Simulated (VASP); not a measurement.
# Na4Pd (Pm-3m) in VASP: further runs

Na4Pd is run at these levels: PBE; tasks: single point, relaxation of cell and atoms.

Program: VASP 6.6.1. These are calculated values, not measurements. Logs are shortened: lines on timing, memory, paths and dates and some standing lists are left out, and cuts for length are marked.

**1. The cell of the first run**

It takes space group Pm-3m (No. 221, cubic). The conventional cell has a = 4.758 Å, b = 4.758 Å, c = 4.758 Å, α = 90.00°, β = 90.00°, γ = 90.00°. Na (site symmetry 4/mmm) has 2 Pd at 2.38 Å within 3.1 Å. Within 4.4 Å of Na (site symmetry m-3m) lie 12 Na at 3.36 Å and 8 Pd at 4.12 Å. Within 3.1 Å of Pd (site symmetry m-3m) lie 6 Na at 2.38 Å.

**2. Single point, PBE**

INCAR

```
SYSTEM = Na4Pd
ALGO = Normal
EDIFF = 1E-6
ENCUT = 520
GGA = PE
ISIF = 2
ISMEAR = 0
LASPH = .TRUE.
LCHARG = .FALSE.
LREAL = .FALSE.
LWAVE = .FALSE.
NBANDS = 27
NELM = 80
PREC = Accurate
SIGMA = 0.1
```

KPOINTS

```
k-points
0
G
  4 4 4
  0 0 0
```

POSCAR

```
Na4Pd
1.0
    4.7581295500      0.0000000000      0.0000000000
    0.0000000000      4.7581295500      0.0000000000
    0.0000000000      0.0000000000      4.7581295500
Na Pd
4 1
Direct
    0.5000000000      0.0000000000      0.0000000000
    0.0000000000      0.5000000000      0.0000000000
    0.0000000000      0.0000000000      0.5000000000
    0.5000000000      0.5000000000      0.5000000000
    0.0000000000      0.0000000000      0.0000000000
```

Potentials or basis: VASP PAW PBE potentials, release 64 (Na_pv, Pd).

On the command line:

```sh
$ cat potpaw_PBE.64/Na_pv/POTCAR potpaw_PBE.64/Pd/POTCAR > POTCAR
$ mpirun -np 1 vasp_std > vasp.out
```

OUTCAR:

```text
SYSTEM = Na4Pd
   EDIFF = 1E-6
   ENCUT = 520
   GGA = PE
   ISIF = 2
   ISMEAR = 0
   LASPH = .TRUE.
   LREAL = .FALSE.
   NELM = 80
   PREC = Accurate

 ion  position               nearest neighbor table
   1  0.500  0.000  0.000-   5 2.38   5 2.38
   2  0.000  0.500  0.000-   5 2.38   5 2.38
   3  0.000  0.000  0.500-   5 2.38   5 2.38
   4  0.500  0.500  0.500-
   5  0.000  0.000  0.000-   1 2.38   2 2.38   3 2.38   3 2.38   2 2.38   1 2.38

  LATTYP: Found a simple cubic cell.
 ALAT       =     4.7581295500

  Lattice vectors:

 A1 = (   4.7581295500,   0.0000000000,   0.0000000000)
 A2 = (   0.0000000000,   4.7581295500,   0.0000000000)
 A3 = (   0.0000000000,   0.0000000000,   4.7581295500)

Analysis of symmetry for initial positions (statically):
=====================================================================
 Subroutine PRICEL returns:
 Original cell was already a primitive cell.

 Routine SETGRP: Setting up the symmetry group for a
 simple cubic supercell.

 Subroutine GETGRP returns: Found 48 space group operations
 (whereof 48 operations were pure point group operations)
 out of a pool of 48 trial point group operations.

The static configuration has the point symmetry O_h .

Analysis of symmetry for dynamics (positions and initial velocities):
=====================================================================
 Subroutine PRICEL returns:
 Original cell was already a primitive cell.

 Routine SETGRP: Setting up the symmetry group for a
 simple cubic supercell.

 Subroutine GETGRP returns: Found 48 space group operations
 (whereof 48 operations were pure point group operations)
 out of a pool of 48 trial point group operations.

The dynamic configuration has the point symmetry O_h .

 Subroutine INISYM returns: Found 48 space group operations
 (whereof 48 operations are pure point group operations),
 and found     1 'primitive' translations

----------------------------------------------------------------------------------------

                                     Primitive cell

  volume of cell :     107.7231

  direct lattice vectors                    reciprocal lattice vectors
     4.758129550  0.000000000  0.000000000     0.210166619  0.000000000  0.000000000
     0.000000000  4.758129550  0.000000000     0.000000000  0.210166619  0.000000000
     0.000000000  0.000000000  4.758129550     0.000000000  0.000000000  0.210166619

  length of vectors
     4.758129550  4.758129550  4.758129550     0.210166619  0.210166619  0.210166619

  position of ions in fractional coordinates (direct lattice)
     0.500000000  0.000000000  0.000000000
     0.000000000  0.500000000  0.000000000
     0.000000000  0.000000000  0.500000000
     0.500000000  0.500000000  0.500000000
     0.000000000  0.000000000  0.000000000

  ion indices of the primitive-cell ions
   primitive index   ion index
                 1           1
                 2           2
                 3           3
                 4           4
                 5           5

----------------------------------------------------------------------------------------

 KPOINTS: k-points

Automatic generation of k-mesh.
 Grid dimensions read from file:
 generate k-points for:    4    4    4

 Generating k-lattice:

  Cartesian coordinates                     Fractional coordinates (reciprocal lattice)
     0.052541655  0.000000000  0.000000000     0.250000000  0.000000000  0.000000000
     0.000000000  0.052541655  0.000000000     0.000000000  0.250000000  0.000000000
     0.000000000  0.000000000  0.052541655     0.000000000  0.000000000  0.250000000

  Length of vectors
     0.052541655  0.052541655  0.052541655

  Shift w.r.t. Gamma in fractional coordinates (k-lattice)
     0.000000000  0.000000000  0.000000000

 Subroutine IBZKPT returns following result:
 ===========================================

 Found     10 irreducible k-points:

 Following reciprocal coordinates:
            Coordinates               Weight
  0.000000  0.000000  0.000000      1.000000
  0.250000  0.000000  0.000000      6.000000
  0.500000  0.000000  0.000000      3.000000
  0.250000  0.250000  0.000000     12.000000
  0.500000  0.250000  0.000000     12.000000
  0.500000  0.500000  0.000000      3.000000
  0.250000  0.250000  0.250000      8.000000
  0.500000  0.250000  0.250000     12.000000
  0.500000  0.500000  0.250000      6.000000
  0.500000  0.500000  0.500000      1.000000
   k-points           NKPTS =     10   k-points in BZ     NKDIM =     10   number of bands    NBANDS=     27
   number of dos      NEDOS =    301   number of ions     NIONS =      5
   total plane-waves  NPLWV =  46656
   dimension x,y,z NGX =    36 NGY =   36 NGZ =   36
   dimension x,y,z NGXF=    72 NGYF=   72 NGZF=   72
   ions per type =               4   1
   NGX,Y,Z   is equivalent  to a cutoff of  12.58, 12.58, 12.58 a.u.
   NGXF,Y,Z  is equivalent  to a cutoff of  25.16, 25.16, 25.16 a.u.
 SYSTEM =  Na4Pd
   PREC   = accura    normal or accurate (medium, high low for compatibility)
   ISTART =      0    job   : 0-new  1-cont  2-samecut
   ICHARG =      2    charge: 1-file 2-atom 10-const
   ISPIN  =      1    spin polarized calculation?
   LNONCOLLINEAR =      F non collinear calculations
   LSORBIT =      F    spin-orbit coupling
   LASPH  =      T    aspherical Exc in radial PAW
   ENCUT  =  520.0 eV  38.22 Ry    6.18 a.u.   8.85  8.85  8.85*2*pi/ulx,y,z
   NELM   =     80;   NELMIN=  2; NELMDL= -5     # of ELM steps
   EDIFF  = 0.1E-05   stopping-criterion for ELM
   LREAL  =      F    real-space projection
   EDIFFG = 0.1E-04   stopping-criterion for IOM
   NSW    =      0    number of steps for IOM
   IBRION =     -1    ionic relax: 0-MD 1-quasi-New 2-CG
   NFREE  =      0    steps in history (QN), initial steepest desc. (CG)
   ISIF   =      2    stress and relaxation
   ISYM   =      2    0-nonsym 1-usesym 2-fastsym
   POTIM  = 0.5000    time-step for ionic-motion
   TEBEG  =    0.0;   TEEND  =   0.0 temperature during run
   PSTRESS=    0.0 pullay stress
   NELECT =      38.0000    total number of electrons
   NUPDOWN=      -1.0000    fix difference up-down
   EMIN   =  10.00;   EMAX   =-10.00  energy-range for DOS
   EFERMI =   0.00;   METHOD = LEGACY
   ISMEAR =     0;   SIGMA  =   0.10  broadening in eV -4-tet -1-fermi 0-gaus
   EFERMI_NEDOS =   21; number of points for ismear=-14 and -15
   IALGO  =     38    algorithm
   IMIX   =      4    mixing-type and parameters
     AMIX     =   0.40;   BMIX     =  1.00
     AMIX_MAG =   1.60;   BMIX_MAG =  1.00
  volume/ion in A,a.u.               =      21.54       145.39
  Fermi-wavevector in a.u.,A,eV,Ry     =   1.156733  2.185908 18.205018  1.338031
  Thomas-Fermi vector in A             =   2.293351
   LORBIT       =      0    0 simple, 1 ext, 2 COOP (PROOUT), +10 PAW based schemes
   GGA     = PE    functional components
   LHFCALC =     F    Hartree Fock is set to
   AEXX    =    0.0000 exact exchange contribution
   IVDW    =     0    specifies the selected vdW correction
   LEPSILON=     F    determine dielectric tensor
   LRPA    =     F    only Hartree local field effects (RPA)
 non-spin polarized calculation
 Gauss-broadening in eV      SIGMA  =   0.10
  energy-cutoff  :      520.00
  volume of cell :      107.72
 maximum number of plane-waves:      2945
 NGX is ok and might be reduce to    36
   NGX = 17   NGY = 17   NGZ = 17

 number of electron      37.9999989 magnetization

 Free energy of the ion-electron system (eV)
  ---------------------------------------------------
  ext. energy  EPLUGINS =         0.00000000
  ---------------------------------------------------
  free energy    TOTEN  =        -8.01713177 eV

  energy without entropy =       -8.00964242  energy(sigma->0) =       -8.01338710

 E-fermi :   2.9087     XC(G=0):  -8.4578

 val. band max:        2.7754458023   @ k =   0.2500   0.2500   0.0000
 cond. band min:       3.0040996392   @ k =   0.2500   0.2500   0.0000
 fundamental gap:      0.2286538370
 Fermi energy:         2.9086675664

 k-point     1 :       0.0000    0.0000    0.0000
  band No.  band energies     occupation
      1     -22.2142      2.00000
      2     -22.2142      2.00000
      3     -22.2142      2.00000
      4     -21.3346      2.00000
      5     -21.3346      2.00000
      6     -21.3346      2.00000
[... 19 lines left out ...]
     26      11.1262      0.00000
     27      11.1287      0.00000

 k-point     2 :       0.2500    0.0000    0.0000
  band No.  band energies     occupation
      1     -22.2142      2.00000
      2     -22.2138      2.00000
      3     -22.2138      2.00000
      4     -21.3437      2.00000
      5     -21.3308      2.00000
      6     -21.3308      2.00000
[... 19 lines left out ...]
     26       8.7156      0.00000
     27      10.0855      0.00000

 k-point     3 :       0.5000    0.0000    0.0000
  band No.  band energies     occupation
      1     -22.2143      2.00000
      2     -22.2134      2.00000
      3     -22.2134      2.00000
      4     -21.3542      2.00000
      5     -21.3264      2.00000
      6     -21.3264      2.00000
[... 19 lines left out ...]
     26       8.7297      0.00000
     27      10.1943      0.00000

 k-point     4 :       0.2500    0.2500    0.0000
  band No.  band energies     occupation
      1     -22.2146      2.00000
      2     -22.2139      2.00000
      3     -22.2134      2.00000
      4     -21.3561      2.00000
      5     -21.3274      2.00000
      6     -21.3267      2.00000
[... 19 lines left out ...]
     26       8.8362      0.00000
     27       9.5426      0.00000

 k-point     5 :       0.5000    0.2500    0.0000
  band No.  band energies     occupation
      1     -22.2147      2.00000
      2     -22.2142      2.00000
      3     -22.2131      2.00000
      4     -21.3687      2.00000
      5     -21.3251      2.00000
      6     -21.3222      2.00000
[... 19 lines left out ...]
     26      10.0953      0.00000
     27      10.3707      0.00000

 k-point     6 :       0.5000    0.5000    0.0000
  band No.  band energies     occupation
      1     -22.2151      2.00000
      2     -22.2151      2.00000
      3     -22.2127      2.00000
      4     -21.3836      2.00000
      5     -21.3244      2.00000
      6     -21.3174      2.00000
[... 19 lines left out ...]
     26       8.9672      0.00000
     27       8.9672      0.00000

 k-point     7 :       0.2500    0.2500    0.2500
  band No.  band energies     occupation
      1     -22.2146      2.00000
      2     -22.2146      2.00000
      3     -22.2135      2.00000
      4     -21.3689      2.00000
      5     -21.3253      2.00000
      6     -21.3253      2.00000
[... 19 lines left out ...]
     26      10.0660      0.00000
     27      10.0663      0.00000

 k-point     8 :       0.5000    0.2500    0.2500
  band No.  band energies     occupation
      1     -22.2151      2.00000
      2     -22.2147      2.00000
      3     -22.2139      2.00000
      4     -21.3826      2.00000
      5     -21.3241      2.00000
      6     -21.3228      2.00000
[... 19 lines left out ...]
     26      10.3594      0.00000
     27      10.4348      0.00000

 k-point     9 :       0.5000    0.5000    0.2500
  band No.  band energies     occupation
      1     -22.2155      2.00000
      2     -22.2155      2.00000
      3     -22.2143      2.00000
      4     -21.3975      2.00000
      5     -21.3244      2.00000
      6     -21.3215      2.00000
[... 19 lines left out ...]
     26      12.0316      0.00000
     27      12.0476      0.00000

 k-point    10 :       0.5000    0.5000    0.5000
  band No.  band energies     occupation
      1     -22.2159      2.00000
      2     -22.2159      2.00000
      3     -22.2159      2.00000
      4     -21.4127      2.00000
      5     -21.3243      2.00000
      6     -21.3243      2.00000
[... 19 lines left out ...]
     26      14.4319      0.00000
     27      14.4376      0.00000

------------------------ aborting loop because EDIFF is reached ----------------------------------------

  FORCE on cell =-STRESS in cart. coord.  units (eV):
  Direction    XX          YY          ZZ          XY          YZ          ZX
  --------------------------------------------------------------------------------------
  -------------------------------------------------------------------------------------
  Total       10.3743954     10.3743954     10.3743954      0.0000000      0.0000000      0.0000000
  in kB      154.2995251    154.2995251    154.2995251      0.0000000      0.0000000      0.0000000
  external PRESSURE =     154.2995251 kB  Pullay stress =       0.0000000 kB

 VOLUME and BASIS-vectors are now :
 -----------------------------------------------------------------------------
  energy-cutoff  :      520.00
  volume of cell :      107.72
      direct lattice vectors                 reciprocal lattice vectors
     4.758129550  0.000000000  0.000000000     0.210166619  0.000000000  0.000000000
     0.000000000  4.758129550  0.000000000     0.000000000  0.210166619  0.000000000
     0.000000000  0.000000000  4.758129550     0.000000000  0.000000000  0.210166619

 POSITION                                       TOTAL-FORCE (eV/Angst)
 -----------------------------------------------------------------------------------
      2.37906      0.00000      0.00000         0.000000      0.000000      0.000000
      0.00000      2.37906      0.00000         0.000000      0.000000      0.000000
      0.00000      0.00000      2.37906         0.000000      0.000000      0.000000
      2.37906      2.37906      2.37906         0.000000      0.000000      0.000000
      0.00000      0.00000      0.00000         0.000000      0.000000      0.000000
 -----------------------------------------------------------------------------------
    total drift:                                0.000000      0.000000     -0.000000

  FREE ENERGIE OF THE ION-ELECTRON SYSTEM (eV)
  ---------------------------------------------------
  free  energy   TOTEN  =        -8.0171317692 eV

  energy  without entropy=       -8.0096424250  energy(sigma->0) =       -8.01338710
```

It took 14 s on 1 thread of Intel Xeon Platinum 8488C (Sapphire Rapids), shared host; peak memory 0.2 GiB.

What came out:

```
Free energy            : -8.0171 eV
Pressure               : 15.4 GPa
Band gap on the k mesh : zero (band 19 reaches 4.74 eV, above the bottom of band 20 at 2.07 eV)
```

**3. Single point, PBE**

This run uses another cell than the first one, of 34.47 Å³/atom, 1.600 times its volume.

INCAR

```
  ALGO = Fast
  EDIFF = 1E-6
  ENCUT = 520
  GGA = PE
  ISIF = 2
  ISMEAR = 0
  LASPH = T
  LCHARG = T
  LELF = T
  LREAL = F
  LVHAR = T
  LWAVE = F
  NBANDS = 27
  NELM = 60
  PREC = Accurate
  SIGMA = 0.1
```

KPOINTS

```
k-points
0
Gamma
  4 4 4
```

POSCAR, as its differences from that of step 2:

```diff
@@ -2,5 +2,5 @@
 1.0
-    4.7581295500      0.0000000000      0.0000000000
-    0.0000000000      4.7581295500      0.0000000000
-    0.0000000000      0.0000000000      4.7581295500
+    5.5648200275      0.0000000000      0.0000000000
+    0.0000000000      5.5648200275      0.0000000000
+    0.0000000000      0.0000000000      5.5648200275
 Na Pd
```

Potentials or basis: VASP PAW PBE potentials, release 64 (Na_pv, Pd).

On the command line:

```sh
$ cat potpaw_PBE.64/Na_pv/POTCAR potpaw_PBE.64/Pd/POTCAR > POTCAR
$ mpirun -np 1 vasp_std > vasp.out
```

Run time: 38 s. Hardware: 1 thread of Intel Xeon Platinum 8488C (Sapphire Rapids), shared host; peak memory 0.26 GiB.

Results (log left out):

| Quantity | Value |
| --- | --- |
| Free energy | -10.1160 eV |
| Pressure | 0.1 GPa |
| Band gap on the k mesh | zero (band 19 reaches 1.89 eV, above the bottom of band 20 at 0.21 eV) |

Levels at points of the mesh, in eV from the Fermi level:
| k point | band 15 | band 16 | band 17 | band 18 | band 19 | band 20 | band 21 | band 22 | band 23 | band 24 |
| --- | --- | --- | --- | --- | --- | --- | --- | --- | --- | --- |
| (0.00, 0.00, 0.00) | -1.77 | -1.58 | -1.58 | -1.58 | 1.27 | 1.56 | 1.56 | 1.56 | 2.82 | 2.82 |
| (0.50, 0.00, 0.00) | -1.62 | -1.62 | -1.57 | -1.57 | -1.54 | 2.44 | 2.44 | 2.50 | 3.26 | 3.36 |
| (0.50, 0.50, 0.00) | -1.61 | -1.61 | -1.57 | -1.31 | -0.41 | -0.41 | 0.13 | 3.20 | 4.09 | 4.49 |
| (0.50, 0.50, 0.50) | -1.71 | -1.56 | -1.56 | -0.81 | 0.73 | 0.73 | 0.73 | 0.98 | 1.28 | 1.28 |

[end of part 1 of 2]
